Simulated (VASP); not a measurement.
## CsTl: single point with PBE

CsTl:

```
Cs Tl
1.0
     4.66360    0.00000    0.00000
     0.00000    4.66360    0.00000
     0.00000    0.00000    4.66360
Cs Tl
1 1
Direct
  0.50000 0.50000 0.50000
  0.00000 0.00000 0.00000
```

The cell was generated, and may not be a known phase.

- Program: VASP 6.6.1
- Task: single point
- Functional: PBE
- Potentials or basis: VASP PAW PBE potentials, release 64 (Cs_sv, Tl_d)
- Cutoff: 520 eV
- k mesh: 12 × 12 × 12
- Occupations: gaussian, width 0.1 eV
- Spin: no spin polarisation

```
Pressure               : 0.0 GPa
Band gap on the k mesh : zero (bands 11 and 12 overlap by 2.65 eV)
```

Levels at points of the mesh, in eV from the Fermi level:
| k point | band 9 | band 10 | band 11 | band 12 | band 13 | band 14 |
| --- | --- | --- | --- | --- | --- | --- |
| (0.00, 0.00, 0.00) | -9.36 | -6.70 | 2.02 | 2.02 | 2.31 | 2.31 |
| (0.50, 0.00, 0.00) | -9.29 | -5.86 | -1.34 | 1.66 | 1.66 | 2.62 |
| (0.50, 0.50, 0.00) | -9.28 | -5.99 | 0.20 | 0.20 | 2.04 | 2.95 |
| (0.50, 0.50, 0.50) | -9.55 | -5.53 | -0.62 | -0.62 | -0.62 | 5.15 |

Wall time 110 s on 1 thread of Intel(R) Xeon(R) Platinum 8375C CPU @ 2.90GHz (Ice Lake), with other jobs on the host, peak memory 0.31 GiB.

Caveat: spin-orbit coupling is left out, which moves the levels of the heavy elements.
